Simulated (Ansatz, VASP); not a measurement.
# One calculation of Te2Mo, two programs

INCAR

```
SYSTEM = Te2Mo
PREC = Accurate ; ENCUT = 520
EDIFF = 1E-6 ; ISMEAR = 1
SIGMA = 0.1 ; LREAL = .False.
LASPH = .True. ; NELM = 80
ALGO = Normal ; ISIF = 2
LWAVE = .False. ; LCHARG = .False.
GGA = PS ; NBANDS = 20
```

File KPOINTS:

```
regular mesh
0
Gamma
  6 6 2
  0 0 0
```

POSCAR

```
Te2Mo
1.0
    3.5006083868     -0.0020857453     -0.0112786647
   -1.7521105686      3.0324136218     -0.0022488427
   -0.0558878609     -0.0450908574     17.4943421916
Te Mo
2 1
Direct
    0.3279327476      0.6527222361      0.8971777042
    0.3364686649      0.6581313773      0.1033475769
   -0.0007799632     -0.0113870381      0.0002957551
```

Input for Ansatz:

```yaml
crystal:
  lattice:
    - [3.500608386781073, -0.0020857452527221236, -0.011278664704103776]
    - [-1.7521105686059182, 3.03241362179399, -0.00224884271731512]
    - [-0.05588786089920957, -0.04509085736323551, 17.49434219157067]
  atoms:
    - { symbol: Te, position: [0.32793274760851154, 0.6527222360599066, 0.89717770422698] }
    - { symbol: Te, position: [0.33646866487546895, 0.65813137729813, 0.10334757693420595] }
    - { symbol: Mo, position: [-0.0007799631794993752, -0.011387038144203011, 0.000295755076305088] }
basis:
  ecutwfc: 550.0
kpoints:
  mp_grid:
    grid: [6, 6, 2]
hamiltonian:
  xc: pbesol
  pseudopotentials:
    kind: paw
scf:
  occupations:
    method: cold
    width: 0.1
output:
  forces: true
  stress: true
```

Alike in both runs: task single point; functional PBEsol; k mesh 6 × 6 × 2; no spin polarisation.

|  | VASP | Ansatz |
| --- | --- | --- |
| version | VASP 6.6.1 | Ansatz 0.2.0 |
| potentials or method | VASP PAW PBE potentials, release 64 (Te, Mo_sv), cutoff 520 eV | plane waves, PAW |
| occupations | methfessel-paxton of order 1, width 0.1 eV | cold, width 0.1 eV |
| valence electrons in the cell | 26 | 46 |

```tsv
	VASP	Ansatz	Ansatz less VASP
rms of the force components (eV/Å)	0.013	0.025	+0.0123
```

VASP's potentials were made for PBE, not for PBEsol. Atom by atom the forces differ by 0.015 eV/Å (rms over components). VASP's potentials hold 26 valence electrons a cell and Ansatz's 46, so a difference there can come from the potentials and not from the codes.

Spin-orbit coupling is off throughout.
